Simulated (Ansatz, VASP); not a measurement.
**AlCu in VASP and in Ansatz**

```
Al Cu
1.0
     2.99751    0.05620    0.00000
     0.05620    2.99751    0.00000
     0.00000    0.00000    2.99751
Al Cu
1 1
Direct
  0.00000 0.00000 0.00000
  0.50000 0.50000 0.50000
```

Change from the starting cell: strain +0.0375 x Voigt [0, 0, 0, 0, 0, 1], atoms carried along.

Alike in both runs: task single point; functional PBEsol; k mesh 16 × 16 × 16; occupations gaussian, width 0.15 eV; no spin polarisation.

|  | VASP | Ansatz |
| --- | --- | --- |
| version | VASP 6.6.1 | Ansatz 0.2.0 |
| potentials or method | VASP PAW PBE potentials, release 64 (Al, Cu), cutoff 520 eV | scalar-relativistic, plane waves, PAW |
| valence electrons in the cell | 14 | 22 |

|  | VASP | Ansatz | Ansatz less VASP |
| --- | --- | --- | --- |
| gap on the k mesh at the Fermi level (eV) | none | none | - |
| pressure (GPa) | -4.3 | -4.6 | -0.34 |
| traceless stress, the component that is largest in VASP (GPa) | -1.33 | -1.33 | +0.002 |

VASP's potentials were made for PBE, not for PBEsol. A gap of «none» marks a metal or a gap that the smearing closes. VASP's potentials hold 14 valence electrons a cell and Ansatz's 22, so a difference there can come from the potentials and not from the codes.
